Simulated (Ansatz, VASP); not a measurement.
# Ni in VASP and in Ansatz

INCAR

```
ALGO = Normal ; EDIFF = 1E-6
EDIFFG = -0.005 ; ENCUT = 600
GGA = PE ; IBRION = 2
ISIF = 3 ; ISMEAR = 0
ISPIN = 2 ; LASPH = T
LCHARG = F ; LMAXMIX = 4
LORBIT = 11 ; LREAL = F
LWAVE = F ; MAGMOM = 0.81
NELM = 150 ; NSW = 100
PREC = Accurate ; SIGMA = 0.1
```

The input KPOINTS:

```
k-points
0
Gamma
  20 20 20
```

POSCAR

```
Ni
1.0
    0.0000000000      1.7679500000      1.7679500000
    1.7679500000      0.0000000000      1.7679500000
    1.7679500000      1.7679500000      0.0000000000
Ni
1
Direct
    0.0000000000      0.0000000000      0.0000000000
```

Input for Ansatz:

```yaml
crystal:
  lattice:
    - [0.0, 1.76795, 1.76795]
    - [1.76795, 0.0, 1.76795]
    - [1.76795, 1.76795, 0.0]
  atoms:
    - { symbol: Ni, position: [0.0, 0.0, 0.0], spin: 0.81 }
basis:
  ecutwfc: 420
kpoints:
  mp_grid: { grid: [20, 20, 20] }
hamiltonian:
  xc: pbe
scf:
  occupations: { method: gaussian, width: 0.1 }
output:
  forces: true
  stress: true
  eigenvalues: true
  populations: true
magnetization:
  spin_polarized: true
relax:
  adjacent_minimum: "off"
  f_tol: 0.005
  max_steps: 80
  cell: { stress_tol: 0.05 }
```

Alike in both runs: task relaxation of cell and atoms; functional PBE; k mesh 20 × 20 × 20; occupations gaussian, width 0.1 eV; collinear spin.

|  | VASP | Ansatz |
| --- | --- | --- |
| version | VASP 6.6.1 | Ansatz 0.2.0 |
| potentials or method | VASP PAW PBE potentials, release 64 (Ni), cutoff 600 eV | scalar-relativistic, plane waves, PAW |
| valence electrons in the cell | 10 | 18 |

|  | VASP | Ansatz | Ansatz less VASP |
| --- | --- | --- | --- |
| gap on the k mesh at the Fermi level, each at its own relaxed structure (eV) | none | none | - |
| net moment per atom (μB) | 0.63 | 0.64 | +0.010 |
| size of the moment on the site where the two differ most (μB) | 0.64 | 0.68 | +0.037 |
| relaxed volume (Å³/atom) | 10.88 | 10.89 | +0.008 |
| relaxed cell length with the largest relative difference (Å) | 2.487 | 2.488 | +0.0006 |

Site moments also hang on the region over which each program counts them. A gap of «none» marks a metal or a gap that the smearing closes. VASP's potentials hold 10 valence electrons a cell and Ansatz's 18, so a difference there can come from the potentials and not from the codes.
